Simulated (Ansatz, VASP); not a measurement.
# TaAs3 in VASP and in Ansatz

```
Ta As
1.0
     6.07500    0.00000    0.00000
    -3.03750    5.26111    0.00000
     0.00000    0.00000    4.74408
Ta As
2 6
Cartesian
  0.0000 3.5074 1.1860
  3.0375 1.7537 3.5581
  3.0375 3.2828 1.1860
  -1.3242 4.2719 3.5581
  1.7133 0.9892 1.1860
  0.0000 1.9783 3.5581
  4.3617 0.9892 1.1860
  1.3242 4.2719 3.5581
```

Alike in both runs: task relaxation of cell and atoms; functional PBE; k mesh 6 × 6 × 8; occupations gaussian, width 0.1 eV; no spin polarisation.

|  | VASP | Ansatz |
| --- | --- | --- |
| version | VASP 6.6.1 | Ansatz 0.2.0 |
| potentials or method | VASP PAW PBE potentials, release 64 (Ta_pv, As), cutoff 600 eV | scalar-relativistic, plane waves, PAW |
| valence electrons in the cell | 52 | 116 |

```csv
,VASP,Ansatz,Ansatz less VASP
"gap on the k mesh at the Fermi level, each at its own relaxed structure (eV)",none,none,-
relaxed volume (Å³/atom),18.79,18.78,-0.017
relaxed length of the cell vector where the two differ most in proportion (Å),4.819,4.816,-0.0023
```

A gap of «none» marks a metal or a gap that the smearing closes. VASP's potentials hold 52 valence electrons a cell and Ansatz's 116, so a difference there can come from the potentials and not from the codes.

Neither program's run includes spin-orbit coupling.
